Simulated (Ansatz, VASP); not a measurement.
**One calculation of KBr, two programs**

```
CELL_PARAMETERS angstrom
0.00000 3.31308 3.31308
3.29250 0.02058 3.29250
3.29250 3.29250 0.02058
ATOMIC_POSITIONS crystal
K 0.00000 0.00000 0.00000
Br 0.50000 0.50000 0.50000
```

Change from the starting cell: strain +0.0125 x Voigt [0, 0, 0, 1, 0, 0], atoms carried along.

Alike in both runs: task single point; functional r2SCAN; k mesh 6 × 6 × 6; occupations gaussian, width 0.05 eV; no spin polarisation.

```csv
,VASP,Ansatz
version,VASP 6.6.1,Ansatz 0.2.0
potentials or method,"VASP PAW PBE potentials, release 64 (K_sv, Br), cutoff 520 eV","scalar-relativistic, plane waves, PAW"
valence electrons in the cell,16,16
```

|  | VASP | Ansatz | Ansatz less VASP |
| --- | --- | --- | --- |
| gap on the k mesh at the Fermi level (eV) | 5.08 | 5.08 | -0.002 |
| least direct gap on the mesh (eV) | 5.08 | 5.08 | -0.002 |
| pressure (GPa) | 0.2 | 0.2 | 0.00 |
| traceless stress, the component that is largest in VASP (GPa) | -0.07 | -0.07 | 0.000 |

VASP's potentials were made for PBE, not for r2SCAN. The functional is the same, so the differences come from potentials, cutoffs and numerics.
